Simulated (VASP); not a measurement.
# Be16H (a cell with a defect) in VASP: notebook

The runs below take Be16H (a cell with a defect) through single point, with PBEsol.

Program: VASP 6.6.1. These are calculated values, not measurements. Logs are shortened: lines on timing, memory, paths and dates and some standing lists are left out, and cuts for length are marked.

### 1 The cell of the first run

The cell holds a defect, 17 atoms: a = 4.580 Å, b = 3.966 Å, c = 7.177 Å, α = 90.00°, β = 90.00°, γ = 90.00°.

### 2 Single point, PBEsol

INCAR

```
PREC = Accurate
ENCUT = 520
EDIFF = 1E-7
ISMEAR = 0
SIGMA = 0.15
LREAL = Auto
LASPH = T
NELM = 80
ALGO = Normal
ISIF = 2
LWAVE = F
LCHARG = F
GGA = PS
NBANDS = 30
```

KPOINTS

```
Automatic mesh
0
Gamma
  5 5 3
```

POSCAR

```
Be16H
1.0
   -2.2900000000     -3.9663960000      0.0000000000
    3.4350000000     -1.9831980000      0.0000000000
    0.0000000000      0.0000000000      7.1768600000
Be H
16 1
Direct
    0.7367812679      0.4981997390     -0.0024785212
    0.5008459187      0.3351217333      0.2518339497
    0.7498706130      0.4982342660      0.5002735179
    0.5009721703      0.3344769345      0.7489009121
    0.5024814443     -0.0013046558      0.0008712724
    0.2538934101      0.8367516475      0.2547576517
    0.4998193054      0.0040952574      0.5024312861
    0.2514799009      0.8342954798      0.7472957533
    0.2659152436      0.4845929863     -0.0032083669
   -0.0004994802      0.3241764746      0.2551723177
    0.2505758814      0.4979542266      0.5000413830
   -0.0002512144      0.3293233534      0.7452976650
   -0.0051756178      0.0158267352     -0.0027192951
    0.7448330261      0.8378796593      0.2554302299
    0.0003734984     -0.0049326605      0.5013685651
    0.7478043307      0.8351283602      0.7470938544
    0.0082743041      0.6617729713      1.0417140644
```

Potentials or basis: VASP PAW PBE potentials, release 64 (Be, H).

Command:

```
cat potpaw_PBE.64/Be/POTCAR potpaw_PBE.64/H/POTCAR > POTCAR
mpirun -np 1 vasp_std > vasp.out
```

OUTCAR:

```text
PREC = Accurate
   ENCUT = 520
   EDIFF = 1E-7
   ISMEAR = 0
   LREAL = Auto
   LASPH = T
   NELM = 80
   ISIF = 2
   GGA = PS

 ion  position               nearest neighbor table
   1  0.737  0.498  0.998-  17 1.44   9 2.16   4 2.18   2 2.22  16 2.24  13 2.25   5 2.25   5 2.26
                            12 2.28  14 2.29  10 2.31  13 2.37
   2  0.501  0.335  0.252-   9 2.20   3 2.21  11 2.21   1 2.22   7 2.23   5 2.24  14 2.27   6 2.28
                            10 2.28  14 2.29   6 2.29  10 2.30
   3  0.750  0.498  0.500-  12 2.20  10 2.21   2 2.21  14 2.21   4 2.21  16 2.22   7 2.27  15 2.28
                            11 2.29  11 2.29  15 2.30   7 2.31
   4  0.501  0.334  0.749-   9 2.16   1 2.18   7 2.20   3 2.21  11 2.22   5 2.25  16 2.28  12 2.28
                            16 2.29   8 2.29   8 2.29  12 2.30
   5  0.502  0.999  0.001-   9 2.21  14 2.23  16 2.24   2 2.24   6 2.24   4 2.25   8 2.25   1 2.25
                            13 2.26   1 2.26   9 2.31  13 2.33
   6  0.254  0.837  0.255-   7 2.21  15 2.21  11 2.21   5 2.24  14 2.25  10 2.26   2 2.28   2 2.29
                            13 2.31   9 2.32  14 2.33  10 2.34
   7  0.500  0.004  0.502-  16 2.20   8 2.20  14 2.20   4 2.20   6 2.21   2 2.23  11 2.27   3 2.27
                            15 2.29  15 2.29  11 2.31   3 2.31
   8  0.251  0.834  0.747-   7 2.20  15 2.20  11 2.22   5 2.25  13 2.26   9 2.27  16 2.27  12 2.28
                             4 2.29   4 2.29  16 2.31  12 2.31
   9  0.266  0.485  0.997-  17 1.41   1 2.16   4 2.16   2 2.20   5 2.21  13 2.24  12 2.26   8 2.27
                            10 2.31   5 2.31   6 2.32
  10  1.000  0.324  0.255-  15 2.20   3 2.21  11 2.21  13 2.22  14 2.25   6 2.26   2 2.28   2 2.30
                             9 2.31   1 2.31   6 2.34  14 2.35
  11  0.251  0.498  0.500-  12 2.21  10 2.21   2 2.21   6 2.21   4 2.22   8 2.22   7 2.27  15 2.28
                             3 2.29   3 2.29  15 2.30   7 2.31
  12  1.000  0.329  0.745-  13 2.19  15 2.20   3 2.20  11 2.21   9 2.26  16 2.27   1 2.28   8 2.28
                             4 2.28   4 2.30   8 2.31  16 2.31
  13  0.995  0.016  0.997-  17 1.44  12 2.19  10 2.22   9 2.24  16 2.24   1 2.25   5 2.26   8 2.26
                            14 2.29   6 2.31   5 2.33   1 2.37
  14  0.745  0.838  0.255-   7 2.20  15 2.21   3 2.21   5 2.23   6 2.25  10 2.25   2 2.27   2 2.29
                            13 2.29   1 2.29   6 2.33  10 2.35
  15  0.000  0.995  0.501-  12 2.20  10 2.20   8 2.20  16 2.20  14 2.21   6 2.21   3 2.28  11 2.28
                             7 2.29   7 2.29  11 2.30   3 2.30
  16  0.748  0.835  0.747-   7 2.20  15 2.20   3 2.22   5 2.24  13 2.24   1 2.24   8 2.27  12 2.27
                             4 2.28   4 2.29   8 2.31  12 2.31
  17  0.008  0.662  0.042-   9 1.41   1 1.44  13 1.44

  LATTYP: Found a simple orthorhombic cell.
 ALAT       =     3.9663962620
 B/A-ratio  =     1.1547004875
 C/A-ratio  =     1.8094157835

  Lattice vectors:

 A1 = (  -3.4350000000,   1.9831980000,   0.0000000000)
 A2 = (  -2.2900000000,  -3.9663960000,   0.0000000000)
 A3 = (   0.0000000000,   0.0000000000,   7.1768600000)

Analysis of symmetry for initial positions (statically):
=====================================================================
 Subroutine PRICEL returns:
 Original cell was already a primitive cell.

 Routine SETGRP: Setting up the symmetry group for a
 simple orthorhombic supercell.

 Subroutine GETGRP returns: Found  1 space group operations
 (whereof  1 operations were pure point group operations)
 out of a pool of  8 trial point group operations.

The static configuration has the point symmetry C_1 .

Analysis of symmetry for dynamics (positions and initial velocities):
=====================================================================
 Subroutine PRICEL returns:
 Original cell was already a primitive cell.

 Routine SETGRP: Setting up the symmetry group for a
 simple orthorhombic supercell.

 Subroutine GETGRP returns: Found  1 space group operations
 (whereof  1 operations were pure point group operations)
 out of a pool of  8 trial point group operations.

The dynamic configuration has the point symmetry C_1 .

 Subroutine INISYM returns: Found  1 space group operations
 (whereof  1 operations are pure point group operations),
 and found     1 'primitive' translations

----------------------------------------------------------------------------------------

                                     Primitive cell

  volume of cell :     130.3755

  direct lattice vectors                    reciprocal lattice vectors
    -2.290000000 -3.966396000  0.000000000    -0.109170306 -0.189088533  0.000000000
     3.435000000 -1.983198000  0.000000000     0.218340611 -0.126059022  0.000000000
     0.000000000  0.000000000  7.176860000     0.000000000  0.000000000  0.139336702

  length of vectors
     4.579999697  3.966396262  7.176860000     0.218340626  0.252118027  0.139336702
[... 56 lines left out ...]
     0.043668125  0.050423605  0.046445567

  Shift w.r.t. Gamma in fractional coordinates (k-lattice)
     0.000000000  0.000000000  0.000000000

 Subroutine IBZKPT returns following result:
 ===========================================

 Found     38 irreducible k-points:

 Following reciprocal coordinates:
            Coordinates               Weight
  0.000000  0.000000  0.000000      1.000000
  0.200000  0.000000  0.000000      2.000000
  0.400000  0.000000  0.000000      2.000000
  0.000000  0.200000  0.000000      2.000000
  0.200000  0.200000  0.000000      2.000000
 -0.200000  0.200000  0.000000      2.000000
[... 16 lines left out ...]
  0.200000 -0.200000 -0.333333      2.000000
 -0.200000 -0.200000  0.333333      2.000000
 [... further k-points ...]
   k-points           NKPTS =     38   k-points in BZ     NKDIM =     38   number of bands    NBANDS=     30
   number of dos      NEDOS =    301   number of ions     NIONS =     17
   total plane-waves  NPLWV =  58320
   dimension x,y,z NGX =    36 NGY =   30 NGZ =   54
   dimension x,y,z NGXF=    72 NGYF=   60 NGZF=  108
   ions per type =              16   1
   NGX,Y,Z   is equivalent  to a cutoff of  13.07, 12.57, 12.51 a.u.
   NGXF,Y,Z  is equivalent  to a cutoff of  26.13, 25.15, 25.02 a.u.
 SYSTEM =  unknown system
   PREC   = accura    normal or accurate (medium, high low for compatibility)
   ISTART =      0    job   : 0-new  1-cont  2-samecut
   ICHARG =      2    charge: 1-file 2-atom 10-const
   ISPIN  =      1    spin polarized calculation?
   LNONCOLLINEAR =      F non collinear calculations
   LSORBIT =      F    spin-orbit coupling
   LASPH  =      T    aspherical Exc in radial PAW
   ENCUT  =  520.0 eV  38.22 Ry    6.18 a.u.   8.52  7.37 13.34*2*pi/ulx,y,z
   NELM   =     80;   NELMIN=  2; NELMDL= -5     # of ELM steps
   EDIFF  = 0.1E-06   stopping-criterion for ELM
   LREAL  =      T    real-space projection
   EDIFFG = 0.1E-05   stopping-criterion for IOM
   NSW    =      0    number of steps for IOM
   IBRION =     -1    ionic relax: 0-MD 1-quasi-New 2-CG
   NFREE  =      0    steps in history (QN), initial steepest desc. (CG)
   ISIF   =      2    stress and relaxation
   ISYM   =      2    0-nonsym 1-usesym 2-fastsym
   POTIM  = 0.5000    time-step for ionic-motion
   TEBEG  =    0.0;   TEEND  =   0.0 temperature during run
   PSTRESS=    0.0 pullay stress
   NELECT =      33.0000    total number of electrons
   NUPDOWN=      -1.0000    fix difference up-down
   EMIN   =  10.00;   EMAX   =-10.00  energy-range for DOS
   EFERMI =   0.00;   METHOD = LEGACY
   ISMEAR =     0;   SIGMA  =   0.15  broadening in eV -4-tet -1-fermi 0-gaus
   EFERMI_NEDOS =   21; number of points for ismear=-14 and -15
   IALGO  =     38    algorithm
   IMIX   =      4    mixing-type and parameters
     AMIX     =   0.40;   BMIX     =  1.00
     AMIX_MAG =   1.60;   BMIX_MAG =  1.00
  volume/ion in A,a.u.               =       7.67        51.75
  Fermi-wavevector in a.u.,A,eV,Ry     =   1.035573  1.956950 14.591049  1.072412
  Thomas-Fermi vector in A             =   2.169923
   LORBIT       =      0    0 simple, 1 ext, 2 COOP (PROOUT), +10 PAW based schemes
   GGA     = PS    functional components
   LHFCALC =     F    Hartree Fock is set to
   AEXX    =    0.0000 exact exchange contribution
   IVDW    =     0    specifies the selected vdW correction
   LEPSILON=     F    determine dielectric tensor
   LRPA    =     F    only Hartree local field effects (RPA)
 non-spin polarized calculation
 Gauss-broadening in eV      SIGMA  =   0.15
  energy-cutoff  :      520.00
  volume of cell :      130.38
 maximum number of plane-waves:      3529
 NGX is ok and might be reduce to    36
   NGX = 17   NGY = 15   NGZ = 27

 number of electron      33.0000001 magnetization

 Free energy of the ion-electron system (eV)
  ---------------------------------------------------
  ext. energy  EPLUGINS =         0.00000000
  ---------------------------------------------------
  free energy    TOTEN  =       -65.11933921 eV

  energy without entropy =      -65.09142947  energy(sigma->0) =      -65.10538434

 E-fermi :   7.2067     XC(G=0): -10.5869

 val. band max:        7.1597804375   @ k =   0.2000   0.2000   0.0000
 cond. band min:       7.2166136575   @ k =   0.4000   0.4000   0.0000
 fundamental gap:      0.0568332201
 Fermi energy:         7.2066673548

 k-point     1 :       0.0000    0.0000    0.0000
  band No.  band energies     occupation
      1      -5.0427      2.00000
      2      -2.9345      2.00000
      3      -2.1994      2.00000
      4      -0.2831      2.00000
      5       0.9473      2.00000
      6       1.4967      2.00000
[... 733 lines left out ...]
     27      12.0128      0.00000
     28      12.4808      0.00000

 [... further k-points ...]

 [bands above 28 left out]

------------------------ aborting loop because EDIFF is reached ----------------------------------------

  FORCE on cell =-STRESS in cart. coord.  units (eV):
  Direction    XX          YY          ZZ          XY          YZ          ZX
  --------------------------------------------------------------------------------------
  -------------------------------------------------------------------------------------
  Total       -0.1391420      0.4336552      0.3500937      0.8775703     -0.0159283      0.0418401
  in kB       -1.7099077      5.3291642      4.3022818     10.7844122     -0.1957425      0.5141707
  external PRESSURE =       2.6405128 kB  Pullay stress =       0.0000000 kB

 VOLUME and BASIS-vectors are now :
 -----------------------------------------------------------------------------
  energy-cutoff  :      520.00
  volume of cell :      130.38
      direct lattice vectors                 reciprocal lattice vectors
    -2.290000000 -3.966396000  0.000000000    -0.109170306 -0.189088533  0.000000000
     3.435000000 -1.983198000  0.000000000     0.218340611 -0.126059022  0.000000000
     0.000000000  0.000000000  7.176860000     0.000000000  0.000000000  0.139336702

 POSITION                                       TOTAL-FORCE (eV/Angst)
 -----------------------------------------------------------------------------------
      0.02409     -3.91039      7.15907        -0.022832      0.008718     -0.095485
      0.00421     -2.65117      1.80738         0.003041      0.003886     -0.041663
     -0.00577     -3.96238      3.59039         0.000453     -0.001107     -0.043200
      0.00170     -2.65039      5.37476        -0.006229      0.003576     -0.042398
      2.27984     -3.97365      0.00625         0.018618      0.005902     -0.034280
      2.29283     -2.66649      1.82836         0.004028     -0.022721     -0.045210
[... 9 lines left out ...]
      1.15619     -4.62231      5.36179        -0.019388     -0.008907     -0.017764
      2.25424     -1.34525      0.29938        -0.017680      0.018249      0.738916
 -----------------------------------------------------------------------------------
    total drift:                               -0.000534     -0.000515     -0.001426

  FREE ENERGIE OF THE ION-ELECTRON SYSTEM (eV)
  ---------------------------------------------------
  free  energy   TOTEN  =       -65.1193392069 eV

  energy  without entropy=      -65.0914294668  energy(sigma->0) =      -65.10538434
```

Wall time 2.6 min (1 thread of Intel Xeon 6975P-C (Granite Rapids), shared host); peak memory 0.27 GiB.

What came out:

| Item | Value |
| --- | --- |
| Free energy | -65.1193 eV |
| Pressure | 0.3 GPa |
| Largest force | 0.739 eV/Å |

Forces in eV/Å, atoms in the order of the input:
```
Be  -0.023  0.009 -0.095
Be   0.003  0.004 -0.042
Be   0.000 -0.001 -0.043
Be  -0.006  0.004 -0.042
Be   0.019  0.006 -0.034
Be   0.004 -0.023 -0.045
Be  -0.002  0.000  0.001
Be  -0.001  0.013 -0.016
Be   0.047  0.005 -0.103
Be  -0.018  0.006 -0.058
Be   0.001  0.002 -0.049
Be   0.028 -0.021 -0.033
Be  -0.029 -0.021 -0.102
Be   0.015  0.005 -0.036
Be  -0.002  0.004 -0.023
Be  -0.019 -0.009 -0.018
H   -0.018  0.018  0.739
```

Stress tensor (GPa, compression positive):
```
-0.17  1.08  0.05
 1.08  0.53 -0.02
 0.05 -0.02  0.43
```

Caveat: the PAW data sets were made with another functional, which shifts forces and pressure a little.

### 3 Single point, PBEsol

INCAR

```
SYSTEM = Be16H
PREC = Accurate ; ENCUT = 520
EDIFF = 1E-6 ; ISMEAR = 0
SIGMA = 0.15 ; LREAL = Auto
LASPH = .True. ; NELM = 80
ALGO = Normal ; ISIF = 2
LWAVE = .False. ; LCHARG = .False.
GGA = PS ; NBANDS = 30
```

KPOINTS

```
Automatic mesh
0
Gamma
  5 5 3
  0 0 0
```

POSCAR

```
Be16H
1.0
   -2.2900000000     -3.9663960000      0.0000000000
    3.4350000000     -1.9831980000      0.0000000000
    0.0000000000      0.0000000000      7.1768600000
Be H
16 1
Direct
    0.7404051577      0.4970738897     -0.0035214565
    0.5009556351      0.3340103070      0.2520841984
    0.7502305153      0.4981548413      0.5000990684
    0.5010017089      0.3333271946      0.7487945982
    0.5017959515      0.0000063257      0.0011790672
    0.2556697961      0.8382992236      0.2541587825
    0.5002562997      0.0034567471      0.5039309670
    0.2512009809      0.8339517457      0.7493009478
    0.2615648072      0.4897541218     -0.0042901770
   -0.0000636547      0.3237919158      0.2535795599
    0.2508025763      0.4979496069      0.4998651221
    0.0002197882      0.3327389564      0.7465702271
   -0.0023215597      0.0097626283     -0.0037501080
    0.7440289573      0.8389124635      0.2547679626
    0.0005174539     -0.0056527018      0.5020816903
    0.7491840510      0.8343989743      0.7491726187
    0.0061670998      0.6589850534      1.0833328224
```

Potentials or basis: VASP PAW PBE potentials, release 64 (Be, H).

Command:

```
cat potpaw_PBE.64/Be/POTCAR potpaw_PBE.64/H/POTCAR > POTCAR
mpirun -np 1 vasp_std > vasp.out
```

Run time: 1.9 min. Hardware: 1 thread of Intel Xeon 6975P-C (Granite Rapids), shared host; peak memory 0.27 GiB.

The run converged. Its results:

```yaml
Free_energy: -65.3768 eV
Pressure: -0.6 GPa
Largest_force: 0.783 eV/Å
```

Forces on the atoms (eV/Å):
```
Be  -0.032 -0.026 -0.072
Be  -0.006  0.007 -0.048
Be   0.000 -0.002 -0.054
Be  -0.007  0.007 -0.049
Be   0.022  0.004 -0.047
Be   0.004 -0.025 -0.062
Be  -0.008  0.003 -0.019
Be   0.002  0.006 -0.011
Be   0.073  0.019 -0.071
Be  -0.005 -0.003 -0.080
Be   0.002  0.001 -0.055
Be   0.032 -0.023 -0.026
Be  -0.062 -0.005 -0.075
Be   0.011  0.003 -0.063
Be  -0.004  0.004 -0.037
Be  -0.012 -0.009 -0.012
H   -0.011  0.040  0.782
```

Stress tensor (GPa, compression positive):
```
-0.58  1.06  0.14
 1.06  0.42 -0.07
 0.14 -0.07 -1.58
```

Levels at points of the mesh, in eV from the Fermi level:
| k point | band 13 | band 14 | band 15 | band 16 | band 17 | band 18 | band 19 | band 20 |
| --- | --- | --- | --- | --- | --- | --- | --- | --- |
| (0.00, 0.00, 0.00) | -4.09 | -3.64 | -0.38 | 0.14 | 0.35 | 0.63 | 0.81 | 1.05 |

Caveat: the PAW data sets were made with another functional, which shifts forces and pressure a little.
